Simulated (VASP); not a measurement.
Wanted: the native input for a VASP 6.6.1 run.

* Task: single point
* Functional: PBEsol
* Potentials or basis: VASP PAW PBE potentials, release 64 (C)
* Cutoff: 520 eV
* k mesh: 18 × 18 × 6
* Occupations: gaussian, width 0.15 eV
* Spin: no spin polarisation
* Dipole correction: no
* Further INCAR settings: ALGO = Normal; EDIFF = 1e-06; NBANDS = 16

The structure of C lies in POSCAR:

```
C
1.0
    2.5735558486      0.0000000000      0.0000000000
   -1.2867779243      2.1293252536      0.0000000000
    0.0000000000      0.0000000000      7.2458067263
C
4
Direct
   -0.1732438402      0.0000000000      0.0025000000
    0.1732438402      0.0000000000      0.5025000000
    0.1600733669      0.6666666667      0.0025000000
    0.8399266331      0.3333333333      0.5025000000
```

This cell differs from its parent crystal: mode 4 frozen in at -0.426 Å, normal strain along x +0.0467.

These files were run (other wordings do the same):

INCAR

```
SYSTEM = C
PREC     = Accurate       ! precision mode
ENCUT    = 520            ! plane-wave cutoff, eV
EDIFF    = 1E-6           ! SCF threshold, eV
ISMEAR   = 0              ! smearing method
SIGMA    = 0.15           ! smearing width, eV
LREAL    = .False.        ! projectors in reciprocal space
LASPH    = .True.         ! aspherical terms in the spheres
NELM     = 100            ! most SCF steps
ALGO     = Normal         ! electronic algorithm
ISIF     = 2              ! what is computed and relaxed
LWAVE    = .False.        ! write WAVECAR
LCHARG   = .True.         ! write CHGCAR
GGA      = PS             ! functional
LELF     = .True.         ! ELF
LVHAR    = .True.       
NBANDS   = 16             ! bands
```

KPOINTS

```
regular mesh
0
Gamma
  18 18 6
  0 0 0
```

Potentials or basis: VASP PAW PBE potentials, release 64 (C).

Run with:

```sh
$ cat potpaw_PBE.64/C/POTCAR > POTCAR
$ mpirun -np 1 vasp_std > vasp.out
```

It gave:

```json
{
 "Pressure": "-14.9 GPa",
 "Largest force": "0.386 eV/Å",
 "Band gap on the k mesh": "0.32 eV, indirect (least direct gap 0.35 eV)"
}
```

Caveat: the cell differs from its parent crystal (mode 4 frozen in at -0.426 Å, normal strain along x +0.0467); the PAW data sets were made with another functional, which shifts forces and pressure a little; this functional lacks dispersion, which binds the layers, so the pressure and a relaxed spacing across them are unreliable.

Run time: 4.2 min on 1 thread of Intel(R) Xeon(R) Platinum 8488C (Sapphire Rapids) (shared host), peak memory 0.39 GiB.
